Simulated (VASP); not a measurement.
Write the native input for VASP 6.6.1 that does the following.

| Item | Value |
| --- | --- |
| Task | relaxation of cell and atoms |
| Functional | PBE |
| Potentials or basis | VASP PAW PBE potentials, release 64 (Ho_3, Sb, N), 4f in core |
| Cutoff | 600 eV |
| k mesh | 3 × 3 × 3 |
| Occupations | gaussian, width 0.2 eV |
| Spin | no spin polarisation |
| Dipole correction | no |
| Further INCAR settings | ALGO = Normal; EDIFF = 1e-07; IBRION = 2; EDIFFG = -0.08; NSW = 36; ISIF = 3 |

The structure of Ho2Sb2N lies in POSCAR:

```
Ho2Sb2N
1.0
    4.9782899300      0.0000000000      0.0000000000
    0.0000000000      4.9782899300      0.0000000000
    0.0000000000      0.0000000000      5.8360640800
Ho Sb N
2 2 1
Direct
    0.0000000000      0.5000000000      0.0000000000
    0.5000000000      0.0000000000      0.0000000000
    0.5000000000      0.5000000000      0.0000000000
    0.0000000000      0.0000000000      0.5000000000
    0.5000000000      0.5000000000      0.5000000000
```

The cell was generated, and may not be a known phase.

One way to write it, as run:

INCAR

```
SYSTEM = Ho2Sb2N
PREC = Accurate
ENCUT = 600
EDIFF = 1E-7
ISMEAR = 0
SIGMA = 0.2
LREAL = .False.
LASPH = .True.
NELM = 200
ALGO = Normal
ISIF = 3
LWAVE = .False.
LCHARG = .False.
GGA = PE
IBRION = 2
NSW = 36
EDIFFG = -0.08
GGA_COMPAT = .False.
NELMIN = 4
LMAXMIX = 6
```

KPOINTS

```
Automatic mesh
0
Gamma
  3 3 3
  0 0 0
```

Potentials or basis: VASP PAW PBE potentials, release 64 (Ho_3, Sb, N), 4f in core.

The run is started by

```sh
$ cat potpaw_PBE.64/Ho_3/POTCAR potpaw_PBE.64/Sb/POTCAR potpaw_PBE.64/N/POTCAR > POTCAR
$ mpirun -np 1 vasp_std > vasp.out
```

It gave:

```
Relaxed volume                        : 27.65 Å³/atom
Relaxed cell                          : a = 5.757 Å, b = 5.757 Å, c = 4.172 Å, α = 90.00°, β = 90.00°, γ = 90.00°
Space group after relaxing (to 0.1 Å) : P4/mmm (No. 123)
Energy gained by relaxing             : 1495.4 meV/atom
Ionic steps                           : 9
Pressure after relaxing               : -0.1 GPa
Band gap on the k mesh                : zero (an odd number of electrons rules out a gap without spin polarisation)
```

Caveat: the k points lie up to 0.50 Å⁻¹ apart in the final cell, too coarse for converged energies and pressures of a metal; a cell axis changed by over 15 % at a fixed basis, so the end point is rough; spin-orbit coupling is left out, which moves the levels of the heavy elements; the 4f electrons are frozen in the core, so they carry no moment and show no levels; the run has no spin polarisation, though such a crystal can be magnetic.

It took 4.3 min on 1 thread of Intel(R) Xeon(R) Platinum 8488C (Sapphire Rapids), on a shared host, peak memory 0.28 GiB.
